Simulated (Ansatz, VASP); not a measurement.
One calculation of Al, two programs

```
Al
1.0
     0.01494    1.99136    1.99136
     1.99136    0.01494    1.99136
     2.00630    2.00630    0.00000
Al
1
Direct
  0.00000 0.00000 0.00000
```

Change from the starting cell: strain +0.0150 x Voigt [0, 0, 0, 0, 0, 1], atoms carried along.

Alike in both runs: task single point; functional PBE; dispersion D3(BJ); k mesh 26 × 26 × 26; occupations gaussian, width 0.15 eV; no spin polarisation.

```csv
,VASP,Ansatz
version,VASP 6.6.1,Ansatz 0.2.0
potentials or method,"VASP PAW PBE potentials, release 64 (Al), cutoff 520 eV","scalar-relativistic, plane waves, PAW"
valence electrons in the cell,3,3
```

|  | VASP | Ansatz | Ansatz less VASP |
| --- | --- | --- | --- |
| gap on the k mesh at the Fermi level (eV) | none | none | - |
| pressure (GPa) | 0.0 | 0.0 | +0.04 |
| traceless stress, the component that is largest in VASP (GPa) | -0.77 | -0.77 | +0.002 |

A gap of «none» marks a metal or a gap that the smearing closes.
